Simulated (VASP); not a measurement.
Input of a VASP 6.6.1 run:

File INCAR:

```
PREC = Accurate ; ENCUT = 600
EDIFF = 1E-7 ; ISMEAR = 0
SIGMA = 0.1 ; LREAL = False
LASPH = True ; NELM = 60
ALGO = Normal ; ISIF = 3
LWAVE = False ; LCHARG = False
GGA = PE ; IBRION = 2
NSW = 90 ; EDIFFG = -0.04
```

The input KPOINTS:

```
Automatic mesh
0
Gamma
  4 4 4
```

Contents of POSCAR:

```
Ga2PtF6
1.0
    0.0000000000      3.6901055600      3.6901055600
    3.6901055600      0.0000000000      3.6901055600
    3.6901055600      3.6901055600      0.0000000000
Ga Pt F
2 1 6
Direct
    0.7500000000      0.7500000000      0.7500000000
    0.2500000000      0.2500000000      0.2500000000
    0.0000000000      0.0000000000      0.0000000000
    0.5000000000      0.0000000000      0.0000000000
    0.0000000000      0.5000000000      0.5000000000
    0.0000000000      0.5000000000      0.0000000000
    0.5000000000      0.0000000000      0.5000000000
    0.0000000000      0.0000000000      0.5000000000
    0.5000000000      0.5000000000      0.0000000000
```

Potentials or basis: VASP PAW PBE potentials, release 64 (Ga_d, Pt, F).

Command:

```sh
$ cat potpaw_PBE.64/Ga_d/POTCAR potpaw_PBE.64/Pt/POTCAR potpaw_PBE.64/F/POTCAR > POTCAR
$ mpirun -np 1 vasp_std > vasp.out
```

(1) Predict the relaxed cell.

(2) Estimate the relaxed volume.

(3) What does it give for the band gap on the k mesh?

(4) What does it give for the space group after relaxing (to 0.05 Å)?

## Answers

(1) a = 5.598 Å, b = 5.598 Å, c = 5.598 Å, α = 60.00°, β = 60.00°, γ = 60.00°.

(2) 13.78 Å³/atom.

(3) zero (band 39 reaches 3.20 eV, above the bottom of band 40 at 2.66 eV).

(4) Fm-3m (No. 225).

Caveat: the k points lie up to 0.34 Å⁻¹ apart in the final cell; the volume moved by over 15 % at a fixed basis, so the end points are rough; spin-orbit coupling is left out, which moves the levels of the heavy elements.
